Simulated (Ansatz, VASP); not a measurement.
# One calculation of ZrC, two programs

```xyz
2
Lattice="0.0318 2.3478 2.3382 2.4064 0.0278 2.3422 2.4035 2.3490 0.0306" Properties=species:S:1:pos:R:3 pbc="T T T"
Zr    2.4269    2.3838    2.3534
C     2.4292    4.6753    2.3710
```

Alike in both runs: task single point; functional PBE-based screened hybrid with a share of 0.25 of exact exchange and HFSCREEN = 0.15; k mesh 5 × 5 × 5; occupations fermi-dirac, width 0.05 eV; no spin polarisation.

```csv
,VASP,Ansatz
version,VASP 6.6.1,Ansatz 0.2.0
potentials or method,"VASP PAW PBE potentials, release 64 (Zr_sv, C)",Ansatz PAW
plane-wave cutoff (eV),520,420
valence electrons in the cell,16,16
```

Ansatz gave:

* gap on the k mesh at the Fermi level (eV): none
* pressure (GPa): -0.4
* traceless stress, the component that is largest in VASP (GPa): -5.06
* rms of the force components (eV/Å): 0.093

Problem. What did VASP give for the same quantities?

Solution. gap on the k mesh at the Fermi level (eV): none; pressure (GPa): -0.2; traceless stress, the component that is largest in VASP (GPa): -5.09; rms of the force components (eV/Å): 0.094.

VASP's potentials were made for PBE, not for PBE-based screened hybrid. Atom by atom the forces differ by 0.001 eV/Å (rms over components). A gap of «none» marks a metal or a gap that the smearing closes.

The k mesh is coarse, so the values compare programs but aren't converged.
